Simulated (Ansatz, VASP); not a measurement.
## SrTiO3: VASP beside Ansatz

File POSCAR:

```
SrTiO3
1.0
    3.9849885316      0.0000000000      0.0000000000
    0.0000000000      3.9849885316      0.0000000000
    0.0000000000      0.0000000000      3.9849885316
Sr Ti O
1 1 3
Direct
    0.0000000000      0.0000000000      0.0000000000
    0.5000000000      0.5000000000      0.5000000000
    0.5000000000      0.5000000000      0.0000000000
    0.5000000000      0.0000000000      0.5000000000
    0.0000000000      0.5000000000      0.5000000000
```

File INCAR.step1:

```
SYSTEM = SrTiO3
PREC = Accurate ; ENCUT = 520
EDIFF = 1E-5 ; ISMEAR = 0
SIGMA = 0.01 ; LREAL = .FALSE.
LASPH = .TRUE. ; NELM = 100
ALGO = Normal ; ISIF = 2
LWAVE = .TRUE. ; LCHARG = .FALSE.
NBANDS = 28 ; GGA = PE
```

File INCAR.step2:

```
SYSTEM = SrTiO3
PREC = Accurate ; ENCUT = 520
EDIFF = 1E-6 ; ISMEAR = 0
SIGMA = 0.01 ; LREAL = .FALSE.
LASPH = .TRUE. ; NELM = 100
ALGO = Normal ; ISIF = 2
LWAVE = .FALSE. ; LCHARG = .FALSE.
GGA = PE ; LHFCALC = .TRUE.
HFSCREEN = 0.2079 ; PRECFOCK = Fast
NBANDS = 28 ; ISTART = 1
```

File KPOINTS:

```
regular mesh
0
G
  4 4 4
  0 0 0
```

Input for Ansatz:

```yaml
crystal:
  lattice:
    - [3.9849885316, 0.0, 0.0]
    - [0.0, 3.9849885316, 0.0]
    - [0.0, 0.0, 3.9849885316]
  atoms:
    - { symbol: Sr, position: [0.0, 0.0, 0.0] }
    - { symbol: Ti, position: [0.5, 0.5, 0.5] }
    - { symbol: O, position: [0.5, 0.5, 0.0] }
    - { symbol: O, position: [0.5, 0.0, 0.5] }
    - { symbol: O, position: [0.0, 0.5, 0.5] }
kpoints:
  mp_grid: { grid: [4, 4, 4] }
  band_path:
    path: [[0.0, 0.0, 0.0], [0.0, 0.5, 0.0], [0.5, 0.5, 0.0], [0.5, 0.5, 0.5]]
    npoints: 1
hamiltonian:
  xc: hse06
scf:
  occupations: { method: fixed }
  n_extra_bands: 5
output:
  forces: true
  stress: true
  eigenvalues: true
  write_density: true
  write_potential: true
  elf: true
  volumetric_format: npy
```

Change from the starting cell: hydrostatic strain +2.0%.

Alike in both runs: task single point; functional HSE06; k mesh 4 × 4 × 4; no spin polarisation.

```csv
,VASP,Ansatz
version,VASP 6.6.1,Ansatz 0.2.0
potentials or method,"VASP PAW PBE potentials, release 64 (Sr_sv, Ti_sv, O)","plane waves, PAW"
plane-wave cutoff (eV),520,420
occupations,"gaussian, width 0.01 eV",fixed
valence electrons in the cell,40,40
```

|  | VASP | Ansatz | Ansatz less VASP |
| --- | --- | --- | --- |
| gap on the k mesh at the Fermi level (eV) | 3.13 | 3.17 | +0.033 |
| pressure (GPa) | -10.9 | -11.5 | -0.55 |

Ansatz's warnings: stress exchange threshold loose, stress scf threshold loose.
